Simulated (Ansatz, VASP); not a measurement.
# Ti: VASP beside Ansatz

INCAR

```
PREC = Accurate
ENCUT = 520
EDIFF = 1E-6
ISMEAR = -1
SIGMA = 0.05
LREAL = False
LASPH = True
NELM = 100
ALGO = Normal
ISIF = 2
LWAVE = False
LCHARG = False
GGA = PE
NBANDS = 12
```

The input KPOINTS:

```
regular mesh
0
Gamma
  14 14 14
```

The input POSCAR:

```
Ti
1.0
    2.5480598943      0.0000000000      0.0000000000
    0.0000000000      2.5480598943      0.0000000000
    0.0000000000      0.0000000000      2.5480598943
Ti
1
Direct
    0.0000000000      0.0000000000      0.0000000000
```

Input for Ansatz:

```yaml
crystal:
  lattice:
    - [2.5480598943, 0.0, 0.0]
    - [0.0, 2.5480598943, 0.0]
    - [0.0, 0.0, 2.5480598943]
  atoms:
    - { symbol: Ti, position: [0.0, 0.0, 0.0] }
kpoints:
  mp_grid: { grid: [14, 14, 14] }
scf:
  occupations: { method: fermi_dirac, width: 0.05 }
hamiltonian:
  xc: pbe
  pseudopotentials: { kind: all_electron, lapw: { basis_error: 0.001 } }
output:
  forces: true
  stress: true
  eigenvalues: true
  populations: true
```

Change from the starting cell: volume scaled by 0.9, LAPW.

Alike in both runs: task single point; functional PBE; k mesh 14 × 14 × 14; occupations fermi-dirac, width 0.05 eV; no spin polarisation.

```csv
,VASP,Ansatz
version,VASP 6.6.1,Ansatz 0.2.0
potentials or method,"VASP PAW PBE potentials, release 64 (Ti_sv), cutoff 520 eV","all-electron LAPW, scalar-relativistic"
```

Ansatz gave:

```
pressure (GPa) : 9.9
```

Task: Which values does VASP return?

Result: Pressure (GPa): 9.8.

Ansatz ran all-electron here, and VASP with PAW potentials.
